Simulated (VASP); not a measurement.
Input of a VASP 6.6.1 run:

Contents of POSCAR:

```
BeS
1.0
    2.3832033605      2.3832033605      0.0000000000
   -2.3832033605      2.3832033605      0.0000000000
    0.0000000000      2.3832033605      2.3832033605
Be S
1 1
Direct
    0.0000000000      0.0000000000      0.0000000000
    0.7500000000      0.2500000000      0.5000000000
```

File INCAR.step1:

```
SYSTEM = BeS
  PREC = Accurate
  ENCUT = 520
  ISMEAR = 0
  SIGMA = 0.01
  LREAL = .False.
  LASPH = .True.
  NELM = 60
  NBANDS = 11
  GGA = PE
  ALGO = Normal
  EDIFF = 1E-4
  LWAVE = .True.
  LCHARG = .False.
```

INCAR.step2

```
SYSTEM = BeS
  PREC = Accurate
  ENCUT = 520
  EDIFF = 1E-7
  ISMEAR = 0
  SIGMA = 0.01
  LREAL = .False.
  LASPH = .True.
  NELM = 60
  ALGO = Normal
  ISIF = 2
  LWAVE = .False.
  LCHARG = .True.
  METAGGA = R2SCAN
  LMIXTAU = .True.
  LELF = .True.
  LVHAR = .True.
  NBANDS = 11
  ISTART = 1
```

The input KPOINTS:

```
regular mesh
0
Gamma
  8 8 8
  0 0 0
```

Potentials or basis: VASP PAW PBE potentials, release 64 (Be, S).

Launch:

```bash
$ cat potpaw_PBE.64/Be/POTCAR potpaw_PBE.64/S/POTCAR > POTCAR
$ cp INCAR.step1 INCAR
$ mpirun -np 1 vasp_std > vasp.out
$ cp INCAR.step2 INCAR
$ mpirun -np 1 vasp_std > vasp.out
```

(1) What does it give for the pressure?

(2) What does it give for the band gap on the k mesh?

Results:

(1) 7.3 GPa.

(2) 3.45 eV (least direct gap 6.22 eV).

Caveat: the cell stands under pressure; the PAW data sets were made with another functional, which shifts forces and pressure a little.
